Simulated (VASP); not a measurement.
A run of VASP 6.6.1:

File INCAR:

```
PREC = Accurate
ENCUT = 520
EDIFF = 1E-6
ISMEAR = 0
SIGMA = 0.05
LREAL = F
LASPH = T
NELM = 80
ALGO = Normal
ISIF = 2
LWAVE = F
LCHARG = T
GGA = PE
LELF = T
LVHAR = T
NBANDS = 31
```

The input KPOINTS:

```
regular mesh
0
Gamma
  6 6 4
```

Contents of POSCAR:

```
HfO2
1.0
    3.2682939989     -0.0838726227      0.0504601955
   -0.0838726227      3.7658479851     -0.1069689044
    0.0736954373     -0.1562245273      5.0971821701
Hf O
2 4
Direct
    0.4827958670      0.5117543688      0.4959986470
    0.0002401543     -0.0049061175      0.0016973873
   -0.0061557403      0.5051244757      0.6939764980
    0.5026199197      0.0016522567      0.8121380843
    0.5191350163     -0.0096462039      0.3060803337
    0.0013647831      0.4960212203      0.1901090496
```

Potentials or basis: VASP PAW PBE potentials, release 64 (Hf_pv, O).

Run with:

```sh
$ cat potpaw_PBE.64/Hf_pv/POTCAR potpaw_PBE.64/O/POTCAR > POTCAR
$ mpirun -np 1 vasp_std > vasp.out
```

Hardware: 1 thread of Intel(R) Xeon(R) 6975P-C (Granite Rapids), with other jobs on the host.

Question: How long does it take, and how much memory?

Answer: Run time: 54 s on 1 thread of Intel(R) Xeon(R) 6975P-C (Granite Rapids), with other jobs on the host, peak memory 0.25 GiB. Counts: scf iterations 14, k points 76.
